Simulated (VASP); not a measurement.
Write the native input for VASP 6.6.1 that does the following.

```
Task                   : single point
Functional             : PBEsol
Potentials or basis    : VASP PAW PBE potentials, release 64 (Al)
Cutoff                 : 500 eV
k mesh                 : 21 × 13 × 6
Occupations            : gaussian, width 0.15 eV
Spin                   : no spin polarisation
Dipole correction      : no
Further INCAR settings : ALGO = Normal; EDIFF = 1e-06; NBANDS = 22
```

The structure of Al lies in POSCAR:

```
Al
1.0
   -1.6064390039      1.6064390039     -1.6064390039
   -3.2128780077     -3.2128780077      0.0000000000
   -5.0870568456      5.0870568456      7.7644551854
Al
8
Direct
    0.6145833333      0.5000000000      0.0625000000
   -0.1562500000      0.0000000000      0.9375000000
    0.8229166667      0.5000000000      0.3125000000
    0.2187500000      0.0000000000      0.1875000000
    0.0312500000      0.5000000000      0.5625000000
    0.4270833333      0.0000000000      0.4375000000
    0.2395833333      0.5000000000      0.8125000000
    0.6354166667      0.0000000000      0.6875000000
```

This cell differs from its parent crystal: layers slid over each other.

One way to write it, as run:

INCAR

```
ALGO     = Normal         # electronic algorithm
EDIFF    = 1E-6           # SCF threshold, eV
ENCUT    = 500            # plane-wave cutoff, eV
GGA      = PS             # functional
GGA_COMPAT= F            
ISIF     = 2              # what is computed and relaxed
ISMEAR   = 0              # smearing method
LASPH    = T              # aspherical terms in the spheres
LCHARG   = F              # write CHGCAR
LREAL    = F              # projectors in reciprocal space
LWAVE    = F              # write WAVECAR
NBANDS   = 22             # bands
NELM     = 120            # most SCF steps
PREC     = Accurate       # precision mode
SIGMA    = 0.15           # smearing width, eV
```

KPOINTS

```
k-points
0
Gamma
  21 13 6
```

Potentials or basis: VASP PAW PBE potentials, release 64 (Al).

Run with:

```sh
$ cat potpaw_PBE.64/Al/POTCAR > POTCAR
$ mpirun -np 1 vasp_std > vasp.out
```

Results of the run:

```json
{
  "Pressure": "0.2 GPa",
  "Largest force": "0.209 eV/Å",
  "Band gap on the k mesh": "zero (bands 12 and 13 overlap by 4.57 eV)"
}
```

Caveat: the cell differs from its parent crystal (layers slid over each other); the PAW data sets were made with another functional, which shifts forces and pressure a little.

Run time: 12 min on 1 thread of Intel(R) Xeon(R) 6975P-C (Granite Rapids), with other jobs on the host, peak memory 0.84 GiB.
